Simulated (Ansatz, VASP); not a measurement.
One calculation of Si2Sn, two programs

```xyz
6
Lattice="4.9377 0.0000 0.0000 -2.4688 4.2761 0.0000 0.0000 0.0000 5.5341" Properties=species:S:1:pos:R:3 pbc="T T T"
Si    0.0000    0.0000    0.0000
Si    0.0000    0.0000    2.7670
Si    0.0000    2.8508    4.1506
Si    2.4688    1.4254    1.3835
Sn    0.0000    2.8508    1.3835
Sn    2.4688    1.4254    4.1506
```

Change from the starting cell: species swapped into the Ho2In type (P6_3/mmc, No. 194).

Alike in both runs: functional PBE; k mesh 4 × 4 × 3; occupations gaussian, width 0.2 eV; no spin polarisation.

Ansatz relaxed the structure, and its values are those at the end. VASP's run is a single point on that final structure, the one shown.

```csv
,VASP,Ansatz
version,VASP 6.6.1,Ansatz 0.2.0
potentials or method,"VASP PAW PBE potentials, release 64 (Si, Sn_d), cutoff 500 eV","scalar-relativistic, plane waves, PAW"
valence electrons in the cell,44,44
```

|  | VASP | Ansatz | Ansatz less VASP |
| --- | --- | --- | --- |
| gap on the k mesh at the Fermi level (eV) | none | none | - |
| pressure (GPa) | -0.1 | 0.0 | +0.04 |

A gap of «none» marks a metal or a gap that the smearing closes.

The k mesh is coarse, so the values compare programs but aren't converged.
